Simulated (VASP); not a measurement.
Here is a VASP 6.6.1 calculation.

The input INCAR:

```
SYSTEM = Sb
PREC = Accurate ; ENCUT = 520
EDIFF = 1E-6 ; ISMEAR = -1
SIGMA = 0.05 ; LREAL = .False.
LASPH = .True. ; NELM = 100
ALGO = Normal ; ISIF = 2
LWAVE = .False. ; LCHARG = .False.
GGA = PS ; NBANDS = 8
```

The input KPOINTS:

```
Automatic mesh
0
Gamma
  12 12 12
  0 0 0
```

File POSCAR:

```
Sb
1.0
    0.0000000000      2.3050000000      2.3511000000
    2.3050000000      0.0000000000      2.3511000000
    2.3050000000      2.3050000000      0.0000000000
Sb
1
Direct
    0.0000000000      0.0000000000      0.0000000000
```

Potentials or basis: VASP PAW PBE potentials, release 64 (Sb).

The run is started by

```sh
$ cat potpaw_PBE.64/Sb/POTCAR > POTCAR
$ mpirun -np 1 vasp_std > vasp.out
```

(1) What does it give for the pressure?

Results:

(1) 3.6 GPa.

Caveat: the cell differs from its parent crystal (zz strain of +2 %); the PAW data sets were made with another functional, which shifts forces and pressure a little.
